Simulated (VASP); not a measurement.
# H2 in VASP: further runs

Runs on H2. Level: PBE. Tasks: single point.

All numbers are computed with VASP 6.6.1; they aren't measurements. Logs are shortened: lines on timing, memory, paths and dates and some standing lists are left out, and cuts for length are marked.

**1. The cell of the first run**

The cell holds a molecule in a box, 2 atoms: a = 10.000 Å, b = 10.300 Å, c = 10.600 Å, α = 90.00°, β = 90.00°, γ = 90.00°.

**2. Single point, PBE**

INCAR

```
SYSTEM = H
ALGO = Normal
EDIFF = 1E-6
ENCUT = 520
GGA = PE
ISIF = 2
ISMEAR = 0
LASPH = .True.
LCHARG = .True.
LELF = .True.
LREAL = .False.
LVHAR = .True.
LWAVE = .False.
NBANDS = 8
NELM = 60
PREC = Accurate
SIGMA = 0.01
```

KPOINTS

```
k-points
0
Gamma
  1 1 1
  0 0 0
```

POSCAR

```
H
1.0
   10.0000000000      0.0000000000      0.0000000000
    0.0000000000     10.3000000000      0.0000000000
    0.0000000000      0.0000000000     10.6000000000
H
2
Direct
    0.5000000000      0.4854368932      0.4353657170
    0.5000000000      0.4854368932      0.5080305094
```

Potentials or basis: VASP PAW PBE potentials, release 64 (H).

The run is started by

```sh
$ cat potpaw_PBE.64/H/POTCAR > POTCAR
$ mpirun -np 1 vasp_gam > vasp.out
```

OUTCAR:

```text
SYSTEM = H
   EDIFF = 1E-6
   ENCUT = 520
   GGA = PE
   ISIF = 2
   ISMEAR = 0
   LASPH = .True.
   LREAL = .False.
   NELM = 60
   PREC = Accurate

 ion  position               nearest neighbor table
   1  0.500  0.485  0.435-   2 0.77
   2  0.500  0.485  0.508-   1 0.77

  LATTYP: Found a simple orthorhombic cell.
 ALAT       =    10.0000000000
 B/A-ratio  =     1.0300000000
 C/A-ratio  =     1.0600000000

  Lattice vectors:

 A1 = (  10.0000000000,   0.0000000000,   0.0000000000)
 A2 = (   0.0000000000,  10.3000000000,   0.0000000000)
 A3 = (   0.0000000000,   0.0000000000,  10.6000000000)

Analysis of symmetry for initial positions (statically):
=====================================================================
 Subroutine PRICEL returns:
 Original cell was already a primitive cell.

 Routine SETGRP: Setting up the symmetry group for a
 simple orthorhombic supercell.

 Subroutine GETGRP returns: Found  8 space group operations
 (whereof  2 operations were pure point group operations)
 out of a pool of  8 trial point group operations.

The static configuration has the point symmetry C_1h.
 The point group associated with its full space group is D_2h.

Analysis of symmetry for dynamics (positions and initial velocities):
=====================================================================
 Subroutine PRICEL returns:
 Original cell was already a primitive cell.

 Routine SETGRP: Setting up the symmetry group for a
 simple orthorhombic supercell.

 Subroutine GETGRP returns: Found  8 space group operations
 (whereof  2 operations were pure point group operations)
 out of a pool of  8 trial point group operations.

The dynamic configuration has the point symmetry C_1h.
 The point group associated with its full space group is D_2h.

 Subroutine INISYM returns: Found  8 space group operations
 (whereof  2 operations are pure point group operations),
 and found     1 'primitive' translations

----------------------------------------------------------------------------------------

                                     Primitive cell

  volume of cell :    1091.8000

  direct lattice vectors                    reciprocal lattice vectors
    10.000000000  0.000000000  0.000000000     0.100000000  0.000000000  0.000000000
     0.000000000 10.300000000  0.000000000     0.000000000  0.097087379  0.000000000
     0.000000000  0.000000000 10.600000000     0.000000000  0.000000000  0.094339623

[... 55 lines left out ...]
   LSORBIT =      F    spin-orbit coupling
   LASPH  =      T    aspherical Exc in radial PAW
   ENCUT  =  520.0 eV  38.22 Ry    6.18 a.u.  18.59 19.15 19.71*2*pi/ulx,y,z
   NELM   =     60;   NELMIN=  2; NELMDL= -5     # of ELM steps
   EDIFF  = 0.1E-05   stopping-criterion for ELM
   LREAL  =      F    real-space projection
   EDIFFG = 0.1E-04   stopping-criterion for IOM
   NSW    =      0    number of steps for IOM
   IBRION =     -1    ionic relax: 0-MD 1-quasi-New 2-CG
   NFREE  =      0    steps in history (QN), initial steepest desc. (CG)
   ISIF   =      2    stress and relaxation
   ISYM   =      2    0-nonsym 1-usesym 2-fastsym
   POTIM  = 0.5000    time-step for ionic-motion
   TEBEG  =    0.0;   TEEND  =   0.0 temperature during run
   PSTRESS=    0.0 pullay stress
   NELECT =       2.0000    total number of electrons
   NUPDOWN=      -1.0000    fix difference up-down
   EMIN   =  10.00;   EMAX   =-10.00  energy-range for DOS
   EFERMI =   0.00;   METHOD = LEGACY
   ISMEAR =     0;   SIGMA  =   0.01  broadening in eV -4-tet -1-fermi 0-gaus
   EFERMI_NEDOS =   21; number of points for ismear=-14 and -15
   IALGO  =     38    algorithm
   IMIX   =      4    mixing-type and parameters
     AMIX     =   0.40;   BMIX     =  1.00
     AMIX_MAG =   1.60;   BMIX_MAG =  1.00
  volume/ion in A,a.u.               =     545.90      3683.92
  Fermi-wavevector in a.u.,A,eV,Ry     =   0.200311  0.378532  0.545924  0.040124
  Thomas-Fermi vector in A             =   0.954346
   LORBIT       =      0    0 simple, 1 ext, 2 COOP (PROOUT), +10 PAW based schemes
   GGA     = PE    functional components
   LHFCALC =     F    Hartree Fock is set to
   AEXX    =    0.0000 exact exchange contribution
   IVDW    =     0    specifies the selected vdW correction
   LEPSILON=     F    determine dielectric tensor
   LRPA    =     F    only Hartree local field effects (RPA)
 non-spin polarized calculation
 Gauss-broadening in eV      SIGMA  =   0.01
  energy-cutoff  :      520.00
  volume of cell :     1091.80
 maximum number of plane-waves:     14695
 NGX is ok and might be reduce to    80
   NGX = 37   NGY = 39   NGZ = 39

 number of electron       2.0000001 magnetization

 Free energy of the ion-electron system (eV)
  ---------------------------------------------------
  ext. energy  EPLUGINS =         0.00000000
  ---------------------------------------------------
  free energy    TOTEN  =        -6.76560335 eV

  energy without entropy =       -6.76560335  energy(sigma->0) =       -6.76560335

 E-fermi : -10.1437     XC(G=0):  -0.3557

 val. band max:      -10.2122194768   @ k =   0.0000   0.0000   0.0000
 cond. band min:      -0.1609753137   @ k =   0.0000   0.0000   0.0000
 fundamental gap:     10.0512441631
 Fermi energy:       -10.1436608655

 k-point     1 :       0.0000    0.0000    0.0000
  band No.  band energies     occupation
      1     -10.2122      2.00000
      2      -0.1610      0.00000
      3       0.2752      0.00000
      4       0.9042      0.00000
      5       0.9616      0.00000
      6       1.2127      0.00000
      7       1.2832      0.00000
      8       1.3752      0.00000

------------------------ aborting loop because EDIFF is reached ----------------------------------------

  FORCE on cell =-STRESS in cart. coord.  units (eV):
  Direction    XX          YY          ZZ          XY          YZ          ZX
  --------------------------------------------------------------------------------------
  -------------------------------------------------------------------------------------
  Total       -0.0267695     -0.0261524     -0.5384958      0.0000000     -0.0000000      0.0000000
  in kB       -0.0392833     -0.0383777     -0.7902233      0.0000000     -0.0000000      0.0000000
  external PRESSURE =      -0.2892948 kB  Pullay stress =       0.0000000 kB

 VOLUME and BASIS-vectors are now :
 -----------------------------------------------------------------------------
  energy-cutoff  :      520.00
  volume of cell :     1091.80
      direct lattice vectors                 reciprocal lattice vectors
    10.000000000  0.000000000  0.000000000     0.100000000  0.000000000  0.000000000
     0.000000000 10.300000000  0.000000000     0.000000000  0.097087379  0.000000000
     0.000000000  0.000000000 10.600000000     0.000000000  0.000000000  0.094339623

 POSITION                                       TOTAL-FORCE (eV/Angst)
 -----------------------------------------------------------------------------------
      5.00000      5.00000      4.61488         0.000000      0.000000      0.656630
      5.00000      5.00000      5.38512         0.000000      0.000000     -0.656630
 -----------------------------------------------------------------------------------
    total drift:                                0.000000     -0.000005     -0.000000

  FREE ENERGIE OF THE ION-ELECTRON SYSTEM (eV)
  ---------------------------------------------------
  free  energy   TOTEN  =        -6.7656033504 eV

  energy  without entropy=       -6.7656033504  energy(sigma->0) =       -6.76560335
```

Wall time 62 s (1 thread of Intel Xeon 6975P-C, shared host); peak memory 0.82 GiB.

What came out:

```
Free energy                     : -6.7656 eV
Largest force                   : 0.657 eV/Å
Gap between the frontier levels : 10.05 eV
```

Forces on the atoms (eV/Å):
```
H    0.000  0.000  0.657
H    0.000  0.000 -0.657
```

Levels at points of the mesh, in eV from the valence-band top:
```csv
k point,band 1,band 2,band 3,band 4,band 5
"(0.00, 0.00, 0.00)",0.00,10.05,10.49,11.12,11.17
```

**3. Single point, PBE**

INCAR

```
ALGO = Normal ; EDIFF = 1E-6
ENCUT = 520 ; GGA = PE
ISIF = 2 ; ISMEAR = 0
LASPH = True ; LCHARG = True
LELF = True ; LREAL = False
LVHAR = True ; LWAVE = False
NBANDS = 8 ; NELM = 80
PREC = Accurate ; SIGMA = 0.01
```

KPOINTS

```
k-points
0
Gamma
  1 1 1
```

POSCAR

```
H
1.0
   10.0000000000      0.0000000000      0.0000000000
    0.0000000000     10.3000000000      0.0000000000
    0.0000000000      0.0000000000     10.6000000000
H
2
Direct
    0.5000000000      0.4854368932      0.4344223208
    0.5000000000      0.4854368932      0.5089739057
```

Potentials or basis: VASP PAW PBE potentials, release 64 (H).

The run is started by

```sh
$ cat potpaw_PBE.64/H/POTCAR > POTCAR
$ mpirun -np 1 vasp_gam > vasp.out
```

OUTCAR:

```text
EDIFF = 1E-6
   ENCUT = 520
   GGA = PE
   ISIF = 2
   ISMEAR = 0
   LASPH = True
   LREAL = False
   NELM = 80
   PREC = Accurate

 ion  position               nearest neighbor table
   1  0.500  0.485  0.434-   2 0.79
   2  0.500  0.485  0.509-   1 0.79

  LATTYP: Found a simple orthorhombic cell.
 ALAT       =    10.0000000000
 B/A-ratio  =     1.0300000000
 C/A-ratio  =     1.0600000000

  Lattice vectors:

 A1 = (  10.0000000000,   0.0000000000,   0.0000000000)
 A2 = (   0.0000000000,  10.3000000000,   0.0000000000)
 A3 = (   0.0000000000,   0.0000000000,  10.6000000000)

Analysis of symmetry for initial positions (statically):
=====================================================================
 Subroutine PRICEL returns:
 Original cell was already a primitive cell.

 Routine SETGRP: Setting up the symmetry group for a
 simple orthorhombic supercell.

 Subroutine GETGRP returns: Found  8 space group operations
 (whereof  2 operations were pure point group operations)
 out of a pool of  8 trial point group operations.

The static configuration has the point symmetry C_1h.
 The point group associated with its full space group is D_2h.

Analysis of symmetry for dynamics (positions and initial velocities):
=====================================================================
 Subroutine PRICEL returns:
 Original cell was already a primitive cell.

 Routine SETGRP: Setting up the symmetry group for a
 simple orthorhombic supercell.

 Subroutine GETGRP returns: Found  8 space group operations
 (whereof  2 operations were pure point group operations)
 out of a pool of  8 trial point group operations.

The dynamic configuration has the point symmetry C_1h.
 The point group associated with its full space group is D_2h.

 Subroutine INISYM returns: Found  8 space group operations
[... 85 lines left out ...]
   NUPDOWN=      -1.0000    fix difference up-down
   EMIN   =  10.00;   EMAX   =-10.00  energy-range for DOS
   EFERMI =   0.00;   METHOD = LEGACY
   ISMEAR =     0;   SIGMA  =   0.01  broadening in eV -4-tet -1-fermi 0-gaus
   EFERMI_NEDOS =   21; number of points for ismear=-14 and -15
   IALGO  =     38    algorithm
   IMIX   =      4    mixing-type and parameters
     AMIX     =   0.40;   BMIX     =  1.00
     AMIX_MAG =   1.60;   BMIX_MAG =  1.00
  volume/ion in A,a.u.               =     545.90      3683.92
  Fermi-wavevector in a.u.,A,eV,Ry     =   0.200311  0.378532  0.545924  0.040124
  Thomas-Fermi vector in A             =   0.954346
   LORBIT       =      0    0 simple, 1 ext, 2 COOP (PROOUT), +10 PAW based schemes
   GGA     = PE    functional components
   LHFCALC =     F    Hartree Fock is set to
   AEXX    =    0.0000 exact exchange contribution
   IVDW    =     0    specifies the selected vdW correction
   LEPSILON=     F    determine dielectric tensor
   LRPA    =     F    only Hartree local field effects (RPA)
 non-spin polarized calculation
 Gauss-broadening in eV      SIGMA  =   0.01
  energy-cutoff  :      520.00
  volume of cell :     1091.80
 maximum number of plane-waves:     14695
 NGX is ok and might be reduce to    80
   NGX = 37   NGY = 39   NGZ = 39

 number of electron       2.0000001 magnetization

 Free energy of the ion-electron system (eV)
  ---------------------------------------------------
  ext. energy  EPLUGINS =         0.00000000
  ---------------------------------------------------
  free energy    TOTEN  =        -6.74667687 eV

  energy without entropy =       -6.74667687  energy(sigma->0) =       -6.74667687

 E-fermi : -10.0523     XC(G=0):  -0.3597

 val. band max:      -10.1203341218   @ k =   0.0000   0.0000   0.0000
 cond. band min:      -0.1624450267   @ k =   0.0000   0.0000   0.0000
 fundamental gap:      9.9578890950
 Fermi energy:       -10.0523272764

 k-point     1 :       0.0000    0.0000    0.0000
  band No.  band energies     occupation
      1     -10.1203      2.00000
      2      -0.1624      0.00000
      3       0.2087      0.00000
      4       0.8955      0.00000
      5       0.9524      0.00000
      6       1.2120      0.00000
      7       1.2820      0.00000
      8       1.3738      0.00000

------------------------ aborting loop because EDIFF is reached ----------------------------------------

  FORCE on cell =-STRESS in cart. coord.  units (eV):
  Direction    XX          YY          ZZ          XY          YZ          ZX
  --------------------------------------------------------------------------------------
  -------------------------------------------------------------------------------------
  Total       -0.0263405     -0.0257078     -0.9974016      0.0000000     -0.0000000      0.0000000
  in kB       -0.0386537     -0.0377253     -1.4636511      0.0000000     -0.0000000      0.0000000
  external PRESSURE =      -0.5133434 kB  Pullay stress =       0.0000000 kB

 VOLUME and BASIS-vectors are now :
 -----------------------------------------------------------------------------
  energy-cutoff  :      520.00
  volume of cell :     1091.80
      direct lattice vectors                 reciprocal lattice vectors
    10.000000000  0.000000000  0.000000000     0.100000000  0.000000000  0.000000000
     0.000000000 10.300000000  0.000000000     0.000000000  0.097087379  0.000000000
     0.000000000  0.000000000 10.600000000     0.000000000  0.000000000  0.094339623

 POSITION                                       TOTAL-FORCE (eV/Angst)
 -----------------------------------------------------------------------------------
      5.00000      5.00000      4.60488         0.000000      0.000000      1.223813
      5.00000      5.00000      5.39512         0.000000      0.000000     -1.223813
 -----------------------------------------------------------------------------------
    total drift:                                0.000000     -0.000003      0.000000

  FREE ENERGIE OF THE ION-ELECTRON SYSTEM (eV)
  ---------------------------------------------------
  free  energy   TOTEN  =        -6.7466768715 eV

  energy  without entropy=       -6.7466768715  energy(sigma->0) =       -6.74667687
```

OSZICAR:

```text
N       E                     dE             d eps       ncg     rms          rms(c)
DAV:   1    -0.370113567478E+00   -0.37011E+00   -0.54273E+02    16   0.134E+02
DAV:   2    -0.724111577094E+01   -0.68710E+01   -0.68710E+01    24   0.291E+01
DAV:   3    -0.734633414926E+01   -0.10522E+00   -0.10522E+00    24   0.587E+00
DAV:   4    -0.734640885425E+01   -0.74705E-04   -0.74705E-04    16   0.157E-01
DAV:   5    -0.734640930155E+01   -0.44730E-06   -0.44730E-06    24   0.132E-02    0.413E+00
DAV:   6    -0.695965445372E+01    0.38675E+00   -0.19392E-01    16   0.124E+00    0.227E+00
DAV:   7    -0.674258538218E+01    0.21707E+00   -0.46774E-01    16   0.195E+00    0.275E-01
DAV:   8    -0.674546483905E+01   -0.28795E-02   -0.54420E-03    16   0.203E-01    0.222E-01
DAV:   9    -0.674172526485E+01    0.37396E-02   -0.43620E-03    16   0.182E-01    0.387E-02
DAV:  10    -0.674416637603E+01   -0.24411E-02   -0.10887E-03    16   0.839E-02    0.315E-02
DAV:  11    -0.674438765173E+01   -0.22128E-03   -0.11092E-05    24   0.163E-02    0.189E-02
DAV:  12    -0.674630078223E+01   -0.19131E-02   -0.51171E-04    16   0.630E-02    0.115E-02
DAV:  13    -0.674651483111E+01   -0.21405E-03   -0.18706E-05    16   0.119E-02    0.104E-02
DAV:  14    -0.674662995592E+01   -0.11512E-03   -0.11522E-05    16   0.915E-03    0.276E-03
DAV:  15    -0.674666873026E+01   -0.38774E-04   -0.19988E-06    16   0.345E-03    0.107E-03
DAV:  16    -0.674667406384E+01   -0.53336E-05   -0.32527E-07    16   0.157E-03    0.588E-04
DAV:  17    -0.674667663886E+01   -0.25750E-05   -0.17436E-07    16   0.107E-03    0.342E-04
DAV:  18    -0.674667687148E+01   -0.23262E-06   -0.17678E-08    16   0.334E-04
   1 F= -.67466769E+01 E0= -.67466769E+01  d E =-.463025E-22
```

stdout:

```text
POSCAR found type information on POSCAR H
 POSCAR found :  1 types and       2 ions
 scaLAPACK will be used
 LDA part: xc-table for (Slater+PW92), standard interpolation
 POSCAR, INCAR and KPOINTS ok, starting setup
 FFT: planning ... GRIDC
 FFT: planning ... GRID_SOFT
 FFT: planning ... GRID
 WAVECAR not read
 entering main loop
```

It took 60 s on 1 thread of Intel Xeon 6975P-C, shared host; peak memory 0.82 GiB.

What came out:

* Free energy: -6.7467 eV
* Largest force: 1.224 eV/Å
* Gap between the frontier levels: 9.96 eV

Forces in eV/Å, atoms in the order of the input:
```
H    0.000  0.000  1.224
H    0.000  0.000 -1.224
```
